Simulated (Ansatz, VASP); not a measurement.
# One calculation of WC, two programs

INCAR

```
PREC     = Accurate       # precision mode
ENCUT    = 600            # plane-wave cutoff, eV
EDIFF    = 1E-6           # SCF threshold, eV
ISMEAR   = -1             # smearing method
SIGMA    = 0.05           # smearing width, eV
LREAL    = F              # projectors in reciprocal space
LASPH    = T              # aspherical terms in the spheres
NELM     = 150            # most SCF steps
ALGO     = Normal         # electronic algorithm
ISIF     = 3              # what is computed and relaxed
LWAVE    = F              # write WAVECAR
LCHARG   = F              # write CHGCAR
LMAXMIX  = 4              # l up to which the mixer works
LDAU     = T              # DFT+U
LDAUTYPE = 2            
LDAUL    = 2 -1           # shell
LDAUU    = 4 0            # U, eV
LDAUJ    = 0 0          
LDAUPRINT= 1            
GGA      = PE             # functional
IBRION   = 2              # ionic algorithm
NSW      = 60             # ionic steps
EDIFFG   = -0.01          # ionic threshold
```

KPOINTS

```
regular mesh
0
Gamma
  10 10 9
```

The input POSCAR:

```
WC
1.0
    2.9065000000      0.0000000000      0.0000000000
   -1.4532500000      2.5171028361      0.0000000000
    0.0000000000      0.0000000000      2.8366000000
W C
1 1
Direct
    0.0000000000      0.0000000000      0.0000000000
    0.6666666667      0.3333333333      0.5000000000
```

The input input.yaml:

```yaml
crystal:
  lattice:
    - [2.9065, 0.0, 0.0]
    - [-1.45325, 2.5171028361, 0.0]
    - [0.0, 0.0, 2.8366]
  atoms:
    - { symbol: W, position: [0.0, 0.0, 0.0] }
    - { symbol: C, position: [0.6666666667, 0.3333333333, 0.5] }
hamiltonian:
  xc: pbe
  pseudopotentials: { kind: paw }
  hubbard: { sites: [{ species: W, l: d, u_eff: 4.0 }] }
kpoints:
  mp_grid: { grid: [10, 10, 9] }
scf:
  occupations: { method: fermi_dirac, width: 0.05 }
output:
  forces: true
  stress: true
  eigenvalues: true
  write_density: true
  write_potential: true
  elf: true
  volumetric_format: npy
relax:
  f_tol: 0.01
  max_steps: 40
  cell: { stress_tol: 0.05 }
```

Alike in both runs: task relaxation of cell and atoms; functional PBE; k mesh 10 × 10 × 9; occupations fermi-dirac, width 0.05 eV; no spin polarisation; Hubbard terms W d U = 4.0 eV.

|  | VASP | Ansatz |
| --- | --- | --- |
| version | VASP 6.6.1 | Ansatz 0.2.0 |
| potentials or method | VASP PAW PBE potentials, release 64 (W_sv, C) | Ansatz PAW |
| plane-wave cutoff (eV) | 600 | 420 |
| valence electrons in the cell | 18 | 18 |

Ansatz gave:

* gap on the k mesh at the Fermi level, each at its own relaxed structure (eV): none
* relaxed volume (Å³/atom): 10.54
* relaxed length of the cell vector where the two differ most in proportion (Å): 2.845

Task: What did VASP give for the same quantities?

Result: gap on the k mesh at the Fermi level, each at its own relaxed structure (eV): none; relaxed volume (Å³/atom): 10.79; relaxed length of the cell vector where the two differ most in proportion (Å): 2.870.

The programs project onto different local orbitals, so the same U acts differently, and such runs can settle in different states. A gap of «none» marks a metal or a gap that the smearing closes.

Spin-orbit coupling is off throughout. Noted on Ansatz's run: the plane-wave basis is chosen anew once the cell has moved, so the energies of steps on either side of that aren't comparable.
